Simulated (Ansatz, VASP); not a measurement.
**MoS2: VASP beside Ansatz**

INCAR

```
  PREC = Accurate
  ENCUT = 520
  EDIFF = 1E-7
  ISMEAR = 1
  SIGMA = 0.15
  LREAL = F
  LASPH = T
  NELM = 60
  ALGO = Normal
  ISIF = 2
  LWAVE = F
  LCHARG = T
  GGA = PE
  IVDW = 13
  LELF = T
  LVHAR = T
  NBANDS = 35
```

File KPOINTS:

```
regular mesh
0
Gamma
  8 8 2
```

Contents of POSCAR:

```
MoS2
1.0
    3.1690000000      0.0000000000      0.0000000000
   -1.5845000000      2.7444350000      0.0000000000
    0.0000000000      0.0000000000     12.3240000000
Mo S
2 4
Direct
    0.3333333333      0.6666666667      0.2500000000
    0.6666666667      0.3333333333      0.7500000000
    0.3333333333      0.6666666667      0.6230000000
    0.6666666667      0.3333333333      0.1230000000
    0.3333333333      0.6666666667      0.8770000000
    0.6666666667      0.3333333333      0.3770000000
```

Input for Ansatz:

```yaml
crystal:
  lattice:
    - [3.169, 0.0, 0.0]
    - [-1.5845, 2.744435, 0.0]
    - [0.0, 0.0, 12.324]
  atoms:
    - { symbol: Mo, position: [0.3333333333333333, 0.6666666666666666, 0.25] }
    - { symbol: Mo, position: [0.6666666666666666, 0.3333333333333333, 0.75] }
    - { symbol: S, position: [0.3333333333333333, 0.6666666666666666, 0.623] }
    - { symbol: S, position: [0.6666666666666666, 0.3333333333333333, 0.123] }
    - { symbol: S, position: [0.3333333333333333, 0.6666666666666666, 0.877] }
    - { symbol: S, position: [0.6666666666666666, 0.3333333333333333, 0.377] }
basis:
  ecutwfc: 500.0
kpoints:
  mp_grid:
    grid: [8, 8, 2]
hamiltonian:
  xc: pbe
  dispersion: d4
  pseudopotentials:
    kind: paw
scf:
  occupations:
    method: methfessel_paxton
    width: 0.15
output:
  stress: true
```

Alike in both runs: task single point; functional PBE; dispersion D4; k mesh 8 × 8 × 2; occupations methfessel-paxton of order 1, width 0.15 eV; no spin polarisation.

|  | VASP | Ansatz |
| --- | --- | --- |
| version | VASP 6.6.1 | Ansatz 0.2.0 |
| potentials or method | VASP PAW PBE potentials, release 64 (Mo_sv, S), cutoff 520 eV | plane waves, PAW |
| valence electrons in the cell | 52 | 52 |

Ansatz gave:

| Item | Value |
| --- | --- |
| pressure (GPa) | -1.6 |
| traceless stress, the component that is largest in VASP (GPa) | 0.19 |

What did VASP give for the same quantities?

Pressure (GPa): -1.7; traceless stress, the component that is largest in VASP (GPa): 0.16.
